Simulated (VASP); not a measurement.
Set up this calculation in VASP 6.6.1, as the native input.

* Task: single point
* Functional: RPBE
* Potentials or basis: VASP PAW PBE potentials, release 64 (Rh_pv)
* Cutoff: 520 eV
* k mesh: 15 × 15 × 15
* Occupations: gaussian, width 0.15 eV
* Spin: no spin polarisation
* Dipole correction: no
* Further INCAR settings: ALGO = Normal; EDIFF = 1e-06; NBANDS = 14

The structure of Rh lies in POSCAR:

```
Rh
1.0
    0.0000000000      1.8978500000      1.8978500000
    1.8978500000      0.0000000000      1.8978500000
    1.8978500000      1.8978500000      0.0000000000
Rh
1
Direct
    0.0000000000      0.0000000000      0.0000000000
```

The input as run:

INCAR

```
SYSTEM = Rh
  ALGO = Normal
  EDIFF = 1E-6
  ENCUT = 520
  GGA = RP
  ISIF = 2
  ISMEAR = 0
  LASPH = .TRUE.
  LCHARG = .FALSE.
  LREAL = .FALSE.
  LWAVE = .FALSE.
  NBANDS = 14
  NELM = 80
  PREC = Accurate
  SIGMA = 0.15
```

KPOINTS

```
k-points
0
G
  15 15 15
  0 0 0
```

Potentials or basis: VASP PAW PBE potentials, release 64 (Rh_pv).

Run with:

```bash
$ cat potpaw_PBE.64/Rh_pv/POTCAR > POTCAR
$ mpirun -np 1 vasp_std > vasp.out
```

It gave:

| Property | Result |
| --- | --- |
| Pressure | 12.4 GPa |

Caveat: the PAW data sets were made with another functional, which shifts forces and pressure a little.

Wall time 23 s on 1 thread of Intel(R) Xeon(R) Platinum 8375C CPU @ 2.90GHz (Ice Lake) (shared host), peak memory 0.14 GiB.
